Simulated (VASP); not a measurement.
# W in VASP: a series of runs

Runs on W. Level: PBE. Tasks: single point.

Program: VASP 6.6.1. These are calculated values, not measurements. Logs are shortened: lines on timing, memory, paths and dates and some standing lists are left out, and cuts for length are marked.

**1. The cell of the first run**

The cell holds a slab with vacuum, 1 atom: a = 4.502 Å, b = 4.502 Å, c = 11.000 Å, α = 90.00°, β = 90.00°, γ = 120.00°.

**2. Single point, PBE**

File INCAR:

```
PREC = Accurate ; ENCUT = 520
EDIFF = 1E-6 ; ISMEAR = -1
SIGMA = 0.08 ; LREAL = F
LASPH = T ; NELM = 80
ALGO = Normal ; ISIF = 2
LWAVE = F ; LCHARG = T
LDIPOL = T ; IDIPOL = 3
DIPOL = 0.5 0.5 0.500 ; GGA = PE
LELF = T ; LVHAR = T
LVACPOTAV = T ; NBANDS = 13
```

File KPOINTS:

```
Automatic mesh
0
Gamma
  9 9 1
```

File POSCAR:

```
W
1.0
    4.5020337158      0.0000000000      0.0000000000
   -2.2510168579      3.8988755665      0.0000000000
    0.0000000000      0.0000000000     11.0000000000
W
1
Direct
    0.0000000000      0.0000000000      0.5000000000
```

Potentials or basis: VASP PAW PBE potentials, release 64 (W_sv).

The run is started by

```console
$ cat potpaw_PBE.64/W_sv/POTCAR > POTCAR
$ mpirun -np 1 vasp_std > vasp.out
```

OUTCAR:

```text
PREC = Accurate
   ENCUT = 520
   EDIFF = 1E-6
   ISMEAR = -1
   LREAL = F
   LASPH = T
   NELM = 80
   ISIF = 2
   GGA = PE

 ion  position               nearest neighbor table
   1  0.000  0.000  0.500-

  LATTYP: Found a hexagonal cell.
 ALAT       =     4.5020337158
 C/A-ratio  =     2.4433402090

  Lattice vectors:

 A1 = (   4.5020337158,   0.0000000000,   0.0000000000)
 A2 = (  -2.2510168579,   3.8988755665,   0.0000000000)
 A3 = (   0.0000000000,   0.0000000000,  11.0000000000)

Analysis of symmetry for initial positions (statically):
=====================================================================
 Subroutine PRICEL returns:
 Original cell was already a primitive cell.

 Routine SETGRP: Setting up the symmetry group for a
 hexagonal supercell.

 Subroutine GETGRP returns: Found 24 space group operations
 (whereof 24 operations were pure point group operations)
 out of a pool of 24 trial point group operations.

The static configuration has the point symmetry D_6h.

Analysis of symmetry for dynamics (positions and initial velocities):
=====================================================================
 Subroutine PRICEL returns:
 Original cell was already a primitive cell.

 Routine SETGRP: Setting up the symmetry group for a
 hexagonal supercell.

 Subroutine GETGRP returns: Found 24 space group operations
 (whereof 24 operations were pure point group operations)
 out of a pool of 24 trial point group operations.

The dynamic configuration has the point symmetry D_6h.

 Subroutine INISYM returns: Found 24 space group operations
 (whereof 24 operations are pure point group operations),
 and found     1 'primitive' translations

----------------------------------------------------------------------------------------

                                     Primitive cell

  volume of cell :     193.0816

  direct lattice vectors                    reciprocal lattice vectors
     4.502033716  0.000000000  0.000000000     0.222121837  0.128242102  0.000000000
    -2.251016858  3.898875567  0.000000000     0.000000000  0.256484205  0.000000000
     0.000000000  0.000000000 11.000000000     0.000000000  0.000000000  0.090909091

  length of vectors
     4.502033716  4.502033716 11.000000000     0.256484205  0.256484205  0.090909091

  position of ions in fractional coordinates (direct lattice)
     0.000000000  0.000000000  0.500000000

  ion indices of the primitive-cell ions
   primitive index   ion index
                 1           1

----------------------------------------------------------------------------------------

 KPOINTS: Automatic mesh

Automatic generation of k-mesh.
 Grid dimensions read from file:
 generate k-points for:    9    9    1

 Generating k-lattice:

  Cartesian coordinates                     Fractional coordinates (reciprocal lattice)
     0.024680204  0.014249122  0.000000000     0.111111111  0.000000000  0.000000000
     0.000000000  0.028498245  0.000000000     0.000000000  0.111111111  0.000000000
     0.000000000  0.000000000  0.090909091     0.000000000  0.000000000  1.000000000

  Length of vectors
     0.028498245  0.028498245  0.090909091

  Shift w.r.t. Gamma in fractional coordinates (k-lattice)
     0.000000000  0.000000000  0.000000000

 Subroutine IBZKPT returns following result:
 ===========================================

 Found     12 irreducible k-points:

 Following reciprocal coordinates:
            Coordinates               Weight
  0.000000  0.000000  0.000000      1.000000
  0.111111 -0.000000  0.000000      6.000000
  0.222222 -0.000000  0.000000      6.000000
  0.333333  0.000000  0.000000      6.000000
  0.444444 -0.000000  0.000000      6.000000
  0.111111  0.111111  0.000000      6.000000
  0.222222  0.111111  0.000000     12.000000
  0.333333  0.111111  0.000000     12.000000
  0.444444  0.111111  0.000000      6.000000
  0.222222  0.222222  0.000000      6.000000
  0.333333  0.222222  0.000000     12.000000
  0.333333  0.333333  0.000000      2.000000
   k-points           NKPTS =     12   k-points in BZ     NKDIM =     12   number of bands    NBANDS=     13
   number of dos      NEDOS =    301   number of ions     NIONS =      1
   total plane-waves  NPLWV = 108864
   dimension x,y,z NGX =    36 NGY =   36 NGZ =   84
   dimension x,y,z NGXF=    72 NGYF=   72 NGZF=  168
   ions per type =               1
   NGX,Y,Z   is equivalent  to a cutoff of  13.29, 13.29, 12.70 a.u.
   NGXF,Y,Z  is equivalent  to a cutoff of  26.59, 26.59, 25.39 a.u.
 SYSTEM =  unknown system
   PREC   = accura    normal or accurate (medium, high low for compatibility)
   ISTART =      0    job   : 0-new  1-cont  2-samecut
   ICHARG =      2    charge: 1-file 2-atom 10-const
   ISPIN  =      1    spin polarized calculation?
   LNONCOLLINEAR =      F non collinear calculations
   LSORBIT =      F    spin-orbit coupling
   LASPH  =      T    aspherical Exc in radial PAW
   ENCUT  =  520.0 eV  38.22 Ry    6.18 a.u.   8.37  8.37 20.45*2*pi/ulx,y,z
   NELM   =     80;   NELMIN=  2; NELMDL= -5     # of ELM steps
   EDIFF  = 0.1E-05   stopping-criterion for ELM
   LREAL  =      F    real-space projection
   EDIFFG = 0.1E-04   stopping-criterion for IOM
   NSW    =      0    number of steps for IOM
   IBRION =     -1    ionic relax: 0-MD 1-quasi-New 2-CG
   NFREE  =      0    steps in history (QN), initial steepest desc. (CG)
   ISIF   =      2    stress and relaxation
   ISYM   =      2    0-nonsym 1-usesym 2-fastsym
   POTIM  = 0.5000    time-step for ionic-motion
   TEBEG  =    0.0;   TEEND  =   0.0 temperature during run
   PSTRESS=    0.0 pullay stress
   NELECT =      14.0000    total number of electrons
   NUPDOWN=      -1.0000    fix difference up-down
   EMIN   =  10.00;   EMAX   =-10.00  energy-range for DOS
   EFERMI =   0.00;   METHOD = LEGACY
   ISMEAR =    -1;   SIGMA  =   0.08  broadening in eV -4-tet -1-fermi 0-gaus
   EFERMI_NEDOS =   21; number of points for ismear=-14 and -15
   IALGO  =     38    algorithm
   IMIX   =      4    mixing-type and parameters
     AMIX     =   0.40;   BMIX     =  1.00
     AMIX_MAG =   1.60;   BMIX_MAG =  1.00
  volume/ion in A,a.u.               =     193.08      1302.98
  Fermi-wavevector in a.u.,A,eV,Ry     =   0.682659  1.290039  6.340635  0.466023
  Thomas-Fermi vector in A             =   1.761797
   LORBIT       =      0    0 simple, 1 ext, 2 COOP (PROOUT), +10 PAW based schemes
   GGA     = PE    functional components
   LHFCALC =     F    Hartree Fock is set to
   AEXX    =    0.0000 exact exchange contribution
   IVDW    =     0    specifies the selected vdW correction
   LEPSILON=     F    determine dielectric tensor
   LRPA    =     F    only Hartree local field effects (RPA)
 non-spin polarized calculation
  energy-cutoff  :      520.00
  volume of cell :      193.08
 maximum number of plane-waves:      5255
 NGX is ok and might be reduce to    36
   NGX = 17   NGY = 17   NGZ = 41

 dipolmoment           0.000000      0.000000     -0.000000 electrons x Angstroem

 number of electron      14.0000000 magnetization

 dipolmoment           0.000000      0.000000      0.000000 electrons x Angstroem

 Free energy of the ion-electron system (eV)
  ---------------------------------------------------
  ext. energy  EPLUGINS =         0.00000000
  ---------------------------------------------------
  free energy    TOTEN  =        -2.92506156 eV

  energy without entropy =       -2.60825932  energy(sigma->0) =       -2.76666044

 E-fermi :  -3.3192     XC(G=0):  -3.2325

 val. band max:       -3.3219690299   @ k =   0.1111  -0.0000   0.0000
 cond. band min:      -3.3136230338   @ k =   0.2222   0.1111   0.0000
 fundamental gap:      0.0083459960
 Fermi energy:        -3.3191963141

 k-point     1 :       0.0000    0.0000    0.0000
  band No.  band energies     occupation
      1     -77.9874      2.00000
      2     -42.1098      2.00000
      3     -42.0874      2.00000
      4     -42.0874      2.00000
      5      -5.7565      2.00000
      6      -3.4057      1.49370
      7      -3.3789      1.35674
      8      -3.3789      1.35674
      9      -3.0472      0.06463
     10      -3.0472      0.06463
     11      -1.0549      0.00000
     12       1.1132      0.00000
     13       3.5045      0.00000

 k-point     2 :       0.1111   -0.0000    0.0000
  band No.  band energies     occupation
      1     -77.9874      2.00000
      2     -42.1098      2.00000
      3     -42.0877      2.00000
      4     -42.0875      2.00000
      5      -5.6215      2.00000
      6      -3.4130      1.52705
      7      -3.3859      1.39440
      8      -3.3220      1.01733
      9      -3.1171      0.14802
     10      -3.0575      0.07317
     11      -0.8798      0.00000
     12       1.2225      0.00000
     13       3.5150      0.00000

 k-point     3 :       0.2222   -0.0000    0.0000
  band No.  band energies     occupation
      1     -77.9874      2.00000
      2     -42.1097      2.00000
      3     -42.0885      2.00000
      4     -42.0877      2.00000
      5      -5.2374      2.00000
      6      -3.4762      1.75353
      7      -3.3347      1.09652
      8      -3.2640      0.66813
      9      -3.1691      0.26564
     10      -3.0833      0.09964
     11      -0.4237      0.00000
     12       1.4452      0.00000
     13       1.8542      0.00000
[... 113 lines left out ...]
 k-point    11 :       0.3333    0.2222    0.0000
  band No.  band energies     occupation
      1     -77.9874      2.00000
      2     -42.1095      2.00000
      3     -42.0897      2.00000
      4     -42.0888      2.00000
      5      -3.9411      1.99916
      6      -3.4405      1.64017
      7      -3.4152      1.53710
      8      -3.2446      0.56463
      9      -3.2379      0.53135
     10      -2.7919      0.00274
     11      -0.7720      0.00000
     12       0.8985      0.00000
     13       1.0487      0.00000

 k-point    12 :       0.3333    0.3333    0.0000
  band No.  band energies     occupation
      1     -77.9874      2.00000
      2     -42.1095      2.00000
      3     -42.0894      2.00000
      4     -42.0894      2.00000
      5      -3.5859      1.93114
      6      -3.3907      1.41940
      7      -3.3907      1.41940
      8      -3.3442      1.15526
      9      -3.3442      1.15526
     10      -2.9431      0.01800
     11      -0.1529      0.00000
     12      -0.1529      0.00000
     13       1.2845      0.00000

------------------------ aborting loop because EDIFF is reached ----------------------------------------

  FORCE on cell =-STRESS in cart. coord.  units (eV):
  Direction    XX          YY          ZZ          XY          YZ          ZX
  --------------------------------------------------------------------------------------
  -------------------------------------------------------------------------------------
  Total       -3.6789486     -3.6789486     -0.0123045     -0.0000000     -0.0000000     -0.0000000
  in kB      -30.5276586    -30.5276586     -0.1021017     -0.0000000     -0.0000000     -0.0000000
  external PRESSURE =     -20.3858063 kB  Pullay stress =       0.0000000 kB

 VOLUME and BASIS-vectors are now :
 -----------------------------------------------------------------------------
  energy-cutoff  :      520.00
  volume of cell :      193.08
      direct lattice vectors                 reciprocal lattice vectors
     4.502033716  0.000000000  0.000000000     0.222121837  0.128242102  0.000000000
    -2.251016858  3.898875567  0.000000000     0.000000000  0.256484205  0.000000000
     0.000000000  0.000000000 11.000000000     0.000000000  0.000000000  0.090909091

 POSITION                                       TOTAL-FORCE (eV/Angst)
 -----------------------------------------------------------------------------------
      0.00000      0.00000      5.50000         0.000000      0.000000      0.000000
 -----------------------------------------------------------------------------------
    total drift:                                0.000000     -0.000000      0.000000

  FREE ENERGIE OF THE ION-ELECTRON SYSTEM (eV)
  ---------------------------------------------------
  free  energy   TOTEN  =        -2.9250615567 eV

  energy  without entropy=       -2.6082593216  energy(sigma->0) =       -2.76666044

 vacuum level on the upper side and lower side of the slab         1.593         1.593
```

It took 74 s on 1 thread of Intel Xeon 8259CL, shared host; peak memory 0.3 GiB.

What came out:

- Free energy: -2.9251 eV
- Band gap on the k mesh: zero (band 7 reaches -3.33 eV, above the bottom of band 8 at -3.38 eV)

Caveat: spin-orbit coupling is left out, which moves the levels of the heavy elements.

**3. Single point, PBE**

File INCAR:

```
SYSTEM = W
PREC = Accurate
ENCUT = 520
EDIFF = 1E-7
ISMEAR = -1
SIGMA = 0.08
LREAL = .False.
LASPH = .True.
NELM = 100
ALGO = Normal
ISIF = 2
LWAVE = .False.
LCHARG = .False.
LDIPOL = .True.
IDIPOL = 3
DIPOL = 0.5 0.5 0.500
GGA = PE
NBANDS = 13
```

File KPOINTS:

```
Automatic mesh
0
Gamma
  9 9 1
  0 0 0
```

POSCAR is that of step 2.

Potentials or basis: VASP PAW PBE potentials, release 64 (W_sv).

The run is started by

```console
$ cat potpaw_PBE.64/W_sv/POTCAR > POTCAR
$ mpirun -np 1 vasp_std > vasp.out
```

Run time: 64 s. Hardware: 1 thread of Intel Xeon 8259CL, shared host; peak memory 0.3 GiB.

The run converged. Its results:

```
Free energy            : -2.9251 eV
Band gap on the k mesh : zero (band 7 reaches -3.33 eV, above the bottom of band 8 at -3.38 eV)
```

Levels at points of the mesh, in eV from the Fermi level:
| k point | band 3 | band 4 | band 5 | band 6 | band 7 | band 8 | band 9 | band 10 | band 11 | band 12 |
| --- | --- | --- | --- | --- | --- | --- | --- | --- | --- | --- |
| (0.00, 0.00, 0.00) | -38.77 | -38.77 | -2.44 | -0.09 | -0.06 | -0.06 | 0.27 | 0.27 | 2.26 | 4.43 |

Caveat: spin-orbit coupling is left out, which moves the levels of the heavy elements.

**4. Single point, PBE**

This run uses another cell than the first one, of 280.85 Å³/atom, 1.455 times its volume.

File INCAR:

```
SYSTEM = W
  PREC = Accurate
  ENCUT = 520
  EDIFF = 1E-7
  ISMEAR = -1
  SIGMA = 0.08
  LREAL = .False.
  LASPH = .True.
  NELM = 100
  ALGO = Normal
  ISIF = 2
  LWAVE = .False.
  LCHARG = .False.
  LDIPOL = .True.
  IDIPOL = 3
  DIPOL = 0.5 0.5 0.500
  GGA = PE
  NBANDS = 13
```

File KPOINTS:

```
regular mesh
0
Gamma
  9 9 1
  0 0 0
```

Edit POSCAR of step 3 so:

```diff
@@ -4,3 +4,3 @@
    -2.2510168579      3.8988755665      0.0000000000
-    0.0000000000      0.0000000000     11.0000000000
+    0.0000000000      0.0000000000     16.0000000000
 W
```

The run is started by

```console
$ cat potpaw_PBE.64/W_sv/POTCAR > POTCAR
$ mpirun -np 1 vasp_std > vasp.out
```

It took 1.7 min on 1 thread of Intel Xeon 8259CL, shared host; peak memory 0.39 GiB.

The run converged. Its results:

```
Free energy            : -2.9246 eV
Band gap on the k mesh : zero (band 7 reaches -3.83 eV, above the bottom of band 8 at -3.88 eV)
```

Levels at points of the mesh, in eV from the Fermi level:
| k point | band 3 | band 4 | band 5 | band 6 | band 7 | band 8 | band 9 | band 10 | band 11 | band 12 |
| --- | --- | --- | --- | --- | --- | --- | --- | --- | --- | --- |
| (0.00, 0.00, 0.00) | -38.77 | -38.77 | -2.44 | -0.09 | -0.06 | -0.06 | 0.27 | 0.27 | 2.24 | 4.59 |

Caveat: spin-orbit coupling is left out, which moves the levels of the heavy elements.
